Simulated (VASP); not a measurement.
A run of VASP 6.6.1:

INCAR

```
PREC = Accurate ; ENCUT = 520
EDIFF = 1E-7 ; ISMEAR = -1
SIGMA = 0.05 ; LREAL = F
LASPH = T ; NELM = 100
ALGO = Normal ; ISIF = 2
LWAVE = F ; LCHARG = F
GGA = RE ; NBANDS = 10
```

KPOINTS

```
regular mesh
0
Gamma
  4 4 4
```

The input POSCAR:

```
Rb
1.0
   -2.8025000000      2.8025000000      2.8025000000
    2.8025000000     -2.8025000000      2.8025000000
    2.8025000000      2.8025000000     -2.8025000000
Rb
1
Direct
    0.0000000000      0.0000000000      0.0000000000
```

Potentials or basis: VASP PAW PBE potentials, release 64 (Rb_sv).

The run is started by

```bash
$ cat potpaw_PBE.64/Rb_sv/POTCAR > POTCAR
$ mpirun -np 1 vasp_std > vasp.out
```

Hardware: 1 thread of Intel(R) Xeon(R) Platinum 8259CL CPU @ 2.50GHz (Skylake/Cascade Lake) (shared host).

Question: How long does it take, and how much memory?

Answer: It took 7.2 s on 1 thread of Intel(R) Xeon(R) Platinum 8259CL CPU @ 2.50GHz (Skylake/Cascade Lake) (shared host), peak memory 0.19 GiB. Counts: scf iterations 11, k points 8.
